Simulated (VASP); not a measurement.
Wanted: the native input for a VASP 6.6.1 run.

```yaml
Task: relaxation of cell and atoms
Functional: PBEsol
Potentials_or_basis: VASP PAW PBE potentials, release 64 (Sc_sv, H, O)
Cutoff: 600 eV
k_mesh: 12 × 12 × 4
Occupations: gaussian, width 0.02 eV
Spin: no spin polarisation
Dipole_correction: no
Further_INCAR_settings: ALGO = Normal; EDIFF = 1e-07; IBRION = 2; EDIFFG = -0.005; NSW = 100; ISIF = 3
```

The structure of ScHO2 lies in POSCAR:

```
ScHO2
1.0
    3.2335320624      0.0000000000      0.0000000000
   -1.6167660312      2.8003209100      0.0000000000
    0.0000000000      0.0000000000      9.0621260000
Sc H O
2 2 4
Direct
    0.0000000000      0.0000000000      0.5000000000
    0.0000000000      0.0000000000      0.0000000000
    0.6666666700      0.3333333300      0.7500000000
    0.3333333300      0.6666666700      0.2500000000
    0.6666666700      0.3333333300      0.6155880000
    0.6666666700      0.3333333300      0.8844120000
    0.3333333300      0.6666666700      0.1155880000
    0.3333333300      0.6666666700      0.3844120000
```

One way to write it, as run:

INCAR

```
SYSTEM = ScHO2
PREC     = Accurate       ! precision mode
ENCUT    = 600            ! plane-wave cutoff, eV
EDIFF    = 1E-7           ! SCF threshold, eV
ISMEAR   = 0              ! smearing method
SIGMA    = 0.02           ! smearing width, eV
LREAL    = .FALSE.        ! projectors in reciprocal space
LASPH    = .TRUE.         ! aspherical terms in the spheres
NELM     = 100            ! most SCF steps
ALGO     = Normal         ! electronic algorithm
ISIF     = 3              ! what is computed and relaxed
LWAVE    = .FALSE.        ! write WAVECAR
LCHARG   = .FALSE.        ! write CHGCAR
GGA      = PS             ! functional
IBRION   = 2              ! ionic algorithm
NSW      = 100            ! ionic steps
EDIFFG   = -0.005         ! ionic threshold
```

KPOINTS

```
Automatic mesh
0
G
  12 12 4
  0 0 0
```

Potentials or basis: VASP PAW PBE potentials, release 64 (Sc_sv, H, O).

Launch:

```sh
$ cat potpaw_PBE.64/Sc_sv/POTCAR potpaw_PBE.64/H/POTCAR potpaw_PBE.64/O/POTCAR > POTCAR
$ mpirun -np 1 vasp_std > vasp.out
```

It gave:

* Relaxed volume: 9.95 Å³/atom
* Relaxed cell: a = 3.198 Å, b = 3.198 Å, c = 8.987 Å, α = 90.00°, β = 90.00°, γ = 120.00°
* Space group after relaxing (to 0.05 Å): P6_3/mmc (No. 194)
* Energy gained by relaxing: 5.0 meV/atom
* Ionic steps: 7
* Pressure after relaxing: 0.0 GPa
* Band gap on the k mesh: 3.69 eV, indirect (least direct gap 4.12 eV)

Caveat: the PAW data sets were made with another functional, which shifts forces and pressure a little.

Run time: 12 min on 1 thread of AMD EPYC 7R43 64-Core Processor (Zen 3) (shared host), peak memory 0.27 GiB.
